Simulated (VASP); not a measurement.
A run of VASP 6.6.1:

INCAR

```
SYSTEM = Zr
PREC = Accurate
ENCUT = 520
EDIFF = 1E-7
ISMEAR = -1
SIGMA = 0.1
LREAL = .False.
LASPH = .True.
NELM = 100
ALGO = Normal
ISIF = 2
LWAVE = .False.
LCHARG = .True.
GGA = PS
LELF = .True.
LVHAR = .True.
NBANDS = 12
```

Contents of KPOINTS:

```
Automatic mesh
0
Gamma
  12 12 12
  0 0 0
```

POSCAR

```
Zr
1.0
    2.7447962851      0.0000000000      0.0000000000
    0.0000000000      2.7447962851      0.0000000000
    0.0000000000      0.0000000000      2.7447962851
Zr
1
Direct
    0.0000000000      0.0000000000      0.0000000000
```

Potentials or basis: VASP PAW PBE potentials, release 64 (Zr_sv).

The run is started by

```console
$ cat potpaw_PBE.64/Zr_sv/POTCAR > POTCAR
$ mpirun -np 1 vasp_std > vasp.out
```

Hardware: 1 thread of AMD EPYC 7R13, with other jobs on the host.

Problem. How long does it take, and how much memory?

Solution. Run time: 27 s on 1 thread of AMD EPYC 7R13, with other jobs on the host, peak memory 0.1 GiB. Counts: scf iterations 12, k points 84.
